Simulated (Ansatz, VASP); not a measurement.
# One calculation of KMgF3, two programs

```
CELL_PARAMETERS angstrom
3.97576 0.00000 0.00000
0.00000 3.97576 0.00000
0.00000 0.00000 3.98388
ATOMIC_POSITIONS crystal
K 0.50000 0.50000 0.50000
Mg 0.00000 0.00000 0.00000
F 0.00000 0.50000 0.91203
F 0.50000 0.00000 0.08797
F 0.00000 0.00000 0.50000
```

Alike in both runs: task single point; functional PBE; k mesh 4 × 4 × 4; occupations gaussian, width 0.1 eV; no spin polarisation.

|  | VASP | Ansatz |
| --- | --- | --- |
| version | VASP 6.6.1 | Ansatz 0.2.0 |
| potentials or method | VASP PAW PBE potentials, release 64 (K_sv, Mg, F), cutoff 520 eV | scalar-relativistic, plane waves, PAW |
| valence electrons in the cell | 32 | 40 |

```tsv
	VASP	Ansatz	Ansatz less VASP
gap on the k mesh at the Fermi level (eV)	7.05	7.08	+0.032
least direct gap on the mesh (eV)	7.37	7.41	+0.030
pressure (GPa)	4.9	5.3	+0.36
traceless stress, the component that is largest in VASP (GPa)	0.49	0.52	+0.031
rms of the force components (eV/Å)	0.396	0.387	-0.0092
```

Atom by atom the forces differ by 0.009 eV/Å (rms over components). VASP's potentials hold 32 valence electrons a cell and Ansatz's 40, so a difference there can come from the potentials and not from the codes.
